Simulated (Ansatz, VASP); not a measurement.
SnSe in VASP and in Ansatz

The input INCAR:

```
SYSTEM = SnSe
PREC = Accurate ; ENCUT = 400
EDIFF = 1E-8 ; ISMEAR = -1
SIGMA = 0.01 ; LREAL = .FALSE.
LASPH = .TRUE. ; NELM = 120
ALGO = Normal ; ISIF = 2
LWAVE = .FALSE. ; LCHARG = .FALSE.
GGA = PE ; LEFG = .TRUE.
NBANDS = 17 ; GGA_COMPAT = .FALSE.
```

File KPOINTS:

```
regular mesh
0
G
  7 7 7
  0 0 0
```

POSCAR

```
SnSe
1.0
    0.0000000000      2.9847046864      2.9847046864
    2.9847046864      0.0000000000      2.9847046864
    2.9847046864      2.9847046864      0.0000000000
Sn Se
1 1
Direct
    0.0000000000      0.0000000000      0.0000000000
    0.5000000000      0.5000000000      0.5000000000
```

Input for Ansatz:

```yaml
crystal:
  lattice:
    - [0.0, 2.9847046864, 2.9847046864]
    - [2.9847046864, 0.0, 2.9847046864]
    - [2.9847046864, 2.9847046864, 0.0]
  atoms:
    - { symbol: Sn, position: [0.0, 0.0, 0.0] }
    - { symbol: Se, position: [0.5, 0.5, 0.5] }
kpoints:
  mp_grid: { grid: [7, 7, 7] }
scf:
  occupations: { method: fermi_dirac, width: 0.01 }
hamiltonian:
  xc: pbe
  pseudopotentials: { kind: paw }
output:
  forces: true
  stress: true
  eigenvalues: true
  efg: { contact_densities: true }
```

Change from the starting cell: volume scaled by 0.975, PAW files.

Alike in both runs: task electric field gradients; functional PBE; k mesh 7 × 7 × 7; occupations fermi-dirac, width 0.01 eV; no spin polarisation.

|  | VASP | Ansatz |
| --- | --- | --- |
| version | VASP 6.6.1 | Ansatz 0.2.0 |
| potentials or method | VASP PAW PBE potentials, release 64 (Sn_d, Se) | PAW with Ansatz's default frozen-core files, scalar-relativistic |
| plane-wave cutoff (eV) | 400 | 420 |
| valence electrons in the cell | 20 | 30 |

|  | VASP | Ansatz | Ansatz less VASP |
| --- | --- | --- | --- |
| pressure (GPa) | 2.4 | 2.4 | +0.02 |

VASP's potentials hold 20 valence electrons a cell and Ansatz's 30, so a difference there can come from the potentials and not from the codes.
